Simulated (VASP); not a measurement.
# Si (P6mm) in VASP: further runs

Runs on Si. Level: LDA. Tasks: single point.

All numbers are computed with VASP 6.6.1; they aren't measurements. Logs are shortened: lines on timing, memory, paths and dates and some standing lists are left out, and cuts for length are marked.

## 1. The cell of the first run

The structure is hexagonal, space group P6mm (No. 183). Conventional cell: a = 5.217 Å, b = 5.217 Å, c = 4.942 Å, α = 90.00°, β = 90.00°, γ = 120.00°. Si (site symmetry 6mm) has 8 Si at 2.30 to 2.65 Å within 3.0 Å. Within 3.0 Å of Si (site symmetry 6mm) lie 8 Si at 2.30 to 2.65 Å. Within 3.3 Å of Si (site symmetry 2mm) lie 8 Si at 2.47 to 2.61 Å. Within 3.3 Å of Si (site symmetry 2mm) lie 8 Si at 2.47 to 2.61 Å.

## 2. Single point, LDA (atom 1 (Si) moved +0.175 Å towards its neighbour atom 2 (Si) at 2.471 Å)

File INCAR:

```
SYSTEM = Si
ALGO = Normal
EDIFF = 1E-6
ENCUT = 520
ISIF = 2
ISMEAR = 0
LASPH = .True.
LCHARG = .True.
LELF = .True.
LREAL = .False.
LVHAR = .True.
LWAVE = .False.
NBANDS = 26
NELM = 100
PREC = Accurate
SIGMA = 0.15
```

File KPOINTS:

```
k-points
0
Gamma
  12 12 12
  0 0 0
```

File POSCAR:

```
Si
1.0
    0.0000000000      0.0000000000      4.9415225221
    2.6084913959     -4.5180396286      0.0000000000
    2.6084913958      4.5180396287      0.0000000000
Si
8
Direct
   -0.0354141865      0.5000000000      0.0000000000
    0.5000000000      0.5000000000      0.0000000000
    0.0000000000      0.0000000000      0.0000000000
    0.5000000000      0.0000000000      0.0000000000
    0.0000000000      0.5000000000      0.5000000000
    0.5000000000      0.5000000000      0.5000000000
    0.0000000000      0.0000000000      0.5000000000
    0.5000000000      0.0000000000      0.5000000000
```

Potentials or basis: VASP PAW LDA potentials, release 64 (Si).

Launch:

```
> cat potpaw_LDA.64/Si/POTCAR > POTCAR
> mpirun -np 1 vasp_std > vasp.out
```

OUTCAR:

```text
SYSTEM = Si
   EDIFF = 1E-6
   ENCUT = 520
   ISIF = 2
   ISMEAR = 0
   LASPH = .True.
   LREAL = .False.
   NELM = 100
   PREC = Accurate

 ion  position               nearest neighbor table
   1  0.965  0.500  0.000-   2 2.30   3 2.61   3 2.61   5 2.61   5 2.61   7 2.61   7 2.61   2 2.65

   2  0.500  0.500  0.000-   1 2.30   4 2.61   4 2.61   6 2.61   6 2.61   8 2.61   8 2.61   1 2.65

   3  0.000  0.000  0.000-   4 2.47   4 2.47   7 2.61   7 2.61   5 2.61   5 2.61   1 2.61   1 2.61

   4  0.500  0.000  0.000-   3 2.47   3 2.47   2 2.61   2 2.61   8 2.61   8 2.61   6 2.61   6 2.61

   5  0.000  0.500  0.500-   6 2.47   6 2.47   7 2.61   7 2.61   3 2.61   3 2.61   1 2.61   1 2.61

   6  0.500  0.500  0.500-   5 2.47   5 2.47   8 2.61   8 2.61   2 2.61   2 2.61   4 2.61   4 2.61

   7  0.000  0.000  0.500-   8 2.47   8 2.47   5 2.61   5 2.61   3 2.61   3 2.61   1 2.61   1 2.61

   8  0.500  0.000  0.500-   7 2.47   7 2.47   6 2.61   6 2.61   4 2.61   4 2.61   2 2.61   2 2.61

  LATTYP: Found a hexagonal cell.
 ALAT       =     5.2169827916
 C/A-ratio  =     0.9471993141

  Lattice vectors:

 A1 = (   2.6084913959,  -4.5180396286,   0.0000000000)
 A2 = (   2.6084913958,   4.5180396287,   0.0000000000)
 A3 = (   0.0000000000,   0.0000000000,   4.9415225221)

Analysis of symmetry for initial positions (statically):
=====================================================================
 Subroutine PRICEL returns:
 Original cell was already a primitive cell.

 Routine SETGRP: Setting up the symmetry group for a
 hexagonal supercell.

 Subroutine GETGRP returns: Found 12 space group operations
 (whereof  4 operations were pure point group operations)
 out of a pool of 24 trial point group operations.

The static configuration has the point symmetry C_2v.
 The point group associated with its full space group is C_6v.

Analysis of symmetry for dynamics (positions and initial velocities):
=====================================================================
 Subroutine PRICEL returns:
 Original cell was already a primitive cell.

 Routine SETGRP: Setting up the symmetry group for a
 hexagonal supercell.

 Subroutine GETGRP returns: Found 12 space group operations
 (whereof  4 operations were pure point group operations)
 out of a pool of 24 trial point group operations.

The dynamic configuration has the point symmetry C_2v.
 The point group associated with its full space group is C_6v.

 Subroutine INISYM returns: Found 12 space group operations
 (whereof  4 operations are pure point group operations),
 and found     1 'primitive' translations

----------------------------------------------------------------------------------------

                                     Primitive cell

  volume of cell :     116.4743

  direct lattice vectors                    reciprocal lattice vectors
     0.000000000  0.000000000  4.941522522     0.000000000  0.000000000  0.202366780
     2.608491396 -4.518039629  0.000000000     0.191681675 -0.110667467  0.000000000
     2.608491396  4.518039629  0.000000000     0.191681675  0.110667467  0.000000000

  length of vectors
     4.941522522  5.216982792  5.216982792     0.202366780  0.221334933  0.221334933

  position of ions in fractional coordinates (direct lattice)
     0.964585814  0.500000000  1.000000000
     0.500000000  0.500000000  1.000000000
     0.000000000  0.000000000  0.000000000
     0.500000000  0.000000000  0.000000000
     0.000000000  0.500000000  0.500000000
     0.500000000  0.500000000  0.500000000
     0.000000000  0.000000000  0.500000000
     0.500000000  0.000000000  0.500000000

  ion indices of the primitive-cell ions
   primitive index   ion index
                 1           1
                 2           2
                 3           3
                 4           4
                 5           5
                 6           6
                 7           7
                 8           8

----------------------------------------------------------------------------------------

 KPOINTS: k-points

Automatic generation of k-mesh.
 Grid dimensions read from file:
 generate k-points for:   12   12   12

 Generating k-lattice:

  Cartesian coordinates                     Fractional coordinates (reciprocal lattice)
     0.000000000  0.000000000  0.016863898     0.083333333  0.000000000  0.000000000
     0.015973473 -0.009222289  0.000000000     0.000000000  0.083333333 -0.000000000
     0.015973473  0.009222289  0.000000000     0.000000000  0.000000000  0.083333333

  Length of vectors
     0.016863898  0.018444578  0.018444578

  Shift w.r.t. Gamma in fractional coordinates (k-lattice)
     0.000000000  0.000000000  0.000000000

 Subroutine IBZKPT returns following result:
 ===========================================

 Found    133 irreducible k-points:

 Following reciprocal coordinates:
            Coordinates               Weight
  0.000000  0.000000  0.000000      1.000000
  0.083333  0.000000  0.000000      2.000000
  0.166667  0.000000  0.000000      2.000000
  0.250000  0.000000  0.000000      2.000000
  0.333333  0.000000  0.000000      2.000000
  0.416667  0.000000  0.000000      2.000000
[... 16 lines left out ...]
  0.083333  0.250000  0.000000     12.000000
  0.166667  0.250000  0.000000     12.000000
 [... further k-points ...]
   k-points           NKPTS =    133   k-points in BZ     NKDIM =    133   number of bands    NBANDS=     26
   number of dos      NEDOS =    301   number of ions     NIONS =      8
   total plane-waves  NPLWV =  64000
   dimension x,y,z NGX =    40 NGY =   40 NGZ =   40
   dimension x,y,z NGXF=    80 NGYF=   80 NGZF=   80
   ions per type =               8
   NGX,Y,Z   is equivalent  to a cutoff of  13.46, 12.75, 12.75 a.u.
   NGXF,Y,Z  is equivalent  to a cutoff of  26.91, 25.49, 25.49 a.u.
 SYSTEM =  Si
   PREC   = accura    normal or accurate (medium, high low for compatibility)
   ISTART =      0    job   : 0-new  1-cont  2-samecut
   ICHARG =      2    charge: 1-file 2-atom 10-const
   ISPIN  =      1    spin polarized calculation?
   LNONCOLLINEAR =      F non collinear calculations
   LSORBIT =      F    spin-orbit coupling
   LASPH  =      T    aspherical Exc in radial PAW
   ENCUT  =  520.0 eV  38.22 Ry    6.18 a.u.   9.19  9.70  9.70*2*pi/ulx,y,z
   NELM   =    100;   NELMIN=  2; NELMDL= -5     # of ELM steps
   EDIFF  = 0.1E-05   stopping-criterion for ELM
   LREAL  =      F    real-space projection
   EDIFFG = 0.1E-04   stopping-criterion for IOM
   NSW    =      0    number of steps for IOM
   IBRION =     -1    ionic relax: 0-MD 1-quasi-New 2-CG
   NFREE  =      0    steps in history (QN), initial steepest desc. (CG)
   ISIF   =      2    stress and relaxation
   ISYM   =      2    0-nonsym 1-usesym 2-fastsym
   POTIM  = 0.5000    time-step for ionic-motion
   TEBEG  =    0.0;   TEEND  =   0.0 temperature during run
   PSTRESS=    0.0 pullay stress
   NELECT =      32.0000    total number of electrons
   NUPDOWN=      -1.0000    fix difference up-down
   EMIN   =  10.00;   EMAX   =-10.00  energy-range for DOS
   EFERMI =   0.00;   METHOD = LEGACY
   ISMEAR =     0;   SIGMA  =   0.15  broadening in eV -4-tet -1-fermi 0-gaus
   EFERMI_NEDOS =   21; number of points for ismear=-14 and -15
   IALGO  =     38    algorithm
   IMIX   =      4    mixing-type and parameters
     AMIX     =   0.40;   BMIX     =  1.00
     AMIX_MAG =   1.60;   BMIX_MAG =  1.00
  volume/ion in A,a.u.               =      14.56        98.25
  Fermi-wavevector in a.u.,A,eV,Ry     =   1.064261  2.011161 15.410654  1.132651
  Thomas-Fermi vector in A             =   2.199773
   LORBIT       =      0    0 simple, 1 ext, 2 COOP (PROOUT), +10 PAW based schemes
   GGA     = CA    functional components
   LHFCALC =     F    Hartree Fock is set to
   AEXX    =    0.0000 exact exchange contribution
   IVDW    =     0    specifies the selected vdW correction
   LEPSILON=     F    determine dielectric tensor
   LRPA    =     F    only Hartree local field effects (RPA)
 non-spin polarized calculation
 Gauss-broadening in eV      SIGMA  =   0.15
  energy-cutoff  :      520.00
  volume of cell :      116.47
 maximum number of plane-waves:      3187
 NGX is ok and might be reduce to    40
   NGX = 19   NGY = 19   NGZ = 19

 number of electron      32.0000001 magnetization

 Free energy of the ion-electron system (eV)
  ---------------------------------------------------
  ext. energy  EPLUGINS =         0.00000000
  ---------------------------------------------------
  free energy    TOTEN  =       -45.79787247 eV

  energy without entropy =      -45.76389425  energy(sigma->0) =      -45.78088336

 E-fermi :   9.7851     XC(G=0): -11.1766

 val. band max:        9.7826841690   @ k =   0.1667   0.2500   0.0833
 cond. band min:       9.7865074047   @ k =   0.1667   0.3333   0.2500
 fundamental gap:      0.0038232357
 Fermi energy:         9.7850540223

 k-point     1 :       0.0000    0.0000    0.0000
  band No.  band energies     occupation
      1      -4.4182      2.00000
      2       0.4386      2.00000
      3       1.9146      2.00000
      4       2.1603      2.00000
      5       2.1603      2.00000
      6       2.6994      2.00000
[... 18 lines left out ...]
     25      16.3493      0.00000
     26      16.3542      0.00000

 k-point     2 :       0.0833    0.0000    0.0000
  band No.  band energies     occupation
      1      -4.3780      2.00000
      2       0.0975      2.00000
      3       2.0404      2.00000
      4       2.2005      2.00000
      5       2.2005      2.00000
      6       2.9625      2.00000
[... 18 lines left out ...]
     25      15.8339      0.00000
     26      16.3456      0.00000

 k-point     3 :       0.1667    0.0000    0.0000
  band No.  band energies     occupation
      1      -4.2578      2.00000
      2      -0.5533      2.00000
      3       2.2179      2.00000
      4       2.3209      2.00000
      5       2.3209      2.00000
      6       3.0718      2.00000
[... 18 lines left out ...]
     25      15.1172      0.00000
     26      16.2380      0.00000

 k-point     4 :       0.2500    0.0000    0.0000
  band No.  band energies     occupation
      1      -4.0582      2.00000
      2      -1.2336      2.00000
      3       2.4280      2.00000
      4       2.5211      2.00000
      5       2.5211      2.00000
      6       3.2526      2.00000
[... 18 lines left out ...]
     25      15.2885      0.00000
     26      16.0281      0.00000

 k-point     5 :       0.3333    0.0000    0.0000
  band No.  band energies     occupation
      1      -3.7809      2.00000
      2      -1.8721      2.00000
      3       2.6915      2.00000
      4       2.8006      2.00000
      5       2.8006      2.00000
      6       3.5018      2.00000
[... 18 lines left out ...]
     25      15.5293      0.00000
     26      15.5346      0.00000

 k-point     6 :       0.4167    0.0000    0.0000
  band No.  band energies     occupation
      1      -3.4320      2.00000
      2      -2.4424      2.00000
      3       2.9881      2.00000
      4       3.1578      2.00000
      5       3.1578      2.00000
      6       3.8088      2.00000
[... 427 lines left out ...]
 k-point    21 :       0.5000    0.1667    0.0000
  band No.  band energies     occupation
      1      -2.9236      2.00000
      2      -2.6358      2.00000
      3       1.6609      2.00000
      4       1.9590      2.00000
      5       2.7359      2.00000
      6       2.8402      2.00000
[... 18 lines left out ...]
     25      15.3347      0.00000
     26      15.3366      0.00000

 k-point    22 :       0.0000    0.2500    0.0000
  band No.  band energies     occupation
      1      -3.9770      2.00000
      2      -0.4969      2.00000
      3       0.8757      2.00000
      4       1.1730      2.00000
      5       1.2182      2.00000
      6       2.9252      2.00000
[... 18 lines left out ...]
     25      15.3548      0.00000
     26      15.7769      0.00000

 k-point    23 :       0.0833    0.2500    0.0000
  band No.  band energies     occupation
      1      -3.9370      2.00000
      2      -0.4591      2.00000
      3       0.5336      2.00000
      4       1.2272      2.00000
      5       1.2575      2.00000
      6       3.3225      2.00000
[... 18 lines left out ...]
     25      15.3891      0.00000
     26      15.6106      0.00000

 k-point    24 :       0.1667    0.2500    0.0000
  band No.  band energies     occupation
      1      -3.8170      2.00000
      2      -0.3601      2.00000
      3      -0.0947      2.00000
      4       1.3479      2.00000
      5       1.3750      2.00000
      6       3.3175      2.00000
[... 18 lines left out ...]
     25      15.2674      0.00000
     26      15.3579      0.00000

 [... further k-points ...]

------------------------ aborting loop because EDIFF is reached ----------------------------------------

  FORCE on cell =-STRESS in cart. coord.  units (eV):
  Direction    XX          YY          ZZ          XY          YZ          ZX
  --------------------------------------------------------------------------------------
  -------------------------------------------------------------------------------------
  Total        0.5448329      0.5448329      0.3632210      0.0000000      0.0000000      0.0000000
  in kB        7.4945178      7.4945178      4.9963325      0.0000000      0.0000000      0.0000000
  external PRESSURE =       6.6617894 kB  Pullay stress =       0.0000000 kB

 VOLUME and BASIS-vectors are now :
 -----------------------------------------------------------------------------
  energy-cutoff  :      520.00
  volume of cell :      116.47
      direct lattice vectors                 reciprocal lattice vectors
     0.000000000  0.000000000  4.941522522     0.000000000  0.000000000  0.202366780
     2.608491396 -4.518039629  0.000000000     0.191681675 -0.110667467  0.000000000
     2.608491396  4.518039629  0.000000000     0.191681675  0.110667467  0.000000000

 POSITION                                       TOTAL-FORCE (eV/Angst)
 -----------------------------------------------------------------------------------
      1.30425     -2.25902      4.76652         0.000000     -0.000000      1.377792
      1.30425     -2.25902      2.47076        -0.000000      0.000000     -1.104951
      0.00000      0.00000      0.00000        -0.000000      0.000000      0.013831
      0.00000      0.00000      2.47076        -0.000000      0.000000     -0.104778
      2.60849      0.00000      0.00000        -0.000000      0.000000      0.013831
      2.60849      0.00000      2.47076        -0.000000      0.000000     -0.104778
      1.30425      2.25902      0.00000        -0.000000      0.000000      0.013831
      1.30425      2.25902      2.47076        -0.000000      0.000000     -0.104778
 -----------------------------------------------------------------------------------
    total drift:                               -0.000000     -0.000000     -0.000020

  FREE ENERGIE OF THE ION-ELECTRON SYSTEM (eV)
  ---------------------------------------------------
  free  energy   TOTEN  =       -45.7978724716 eV

  energy  without entropy=      -45.7638942515  energy(sigma->0) =      -45.78088336
```

It took 6.9 min on 1 thread of AMD EPYC 7R43 (Zen 3), shared host; peak memory 0.33 GiB.

What came out:

```
Free energy            : -45.7979 eV
Pressure               : 0.7 GPa
Largest force          : 1.378 eV/Å
Band gap on the k mesh : zero (bands 16 and 17 overlap by 3.35 eV)
```

Forces in eV/Å, atoms in the order of the input:
```
Si   0.000  0.000  1.378
Si   0.000  0.000 -1.105
Si   0.000  0.000  0.014
Si   0.000  0.000 -0.105
Si   0.000  0.000  0.014
Si   0.000  0.000 -0.105
Si   0.000  0.000  0.014
Si   0.000  0.000 -0.105
```

Stress tensor (GPa, compression positive):
```
0.75 0.00 0.00
0.00 0.75 0.00
0.00 0.00 0.50
```

Levels at points of the mesh, in eV from the Fermi level:
```csv
k point,band 13,band 14,band 15,band 16,band 17,band 18,band 19,band 20
"(0.00, 0.00, 0.00)",-2.14,-2.12,-2.12,-1.96,-1.96,-1.94,1.38,1.38
"(0.50, 0.00, 0.00)",-5.37,-5.37,-1.39,-1.13,3.48,3.99,3.99,4.07
"(0.00, 0.50, 0.00)",-2.46,-2.33,-1.82,-1.81,0.97,0.99,1.84,1.85
"(0.50, 0.50, 0.00)",-0.72,-0.63,-0.46,-0.41,-0.30,-0.06,0.02,0.31
```

Caveat: the cell differs from its parent crystal (atom 1 (Si) moved +0.175 Å towards its neighbour atom 2 (Si) at 2.471 Å); forces of over 1 eV/Å act on the atoms, so gaps and moduli don't describe the material at rest.

(Continued in part 2 of 2.)
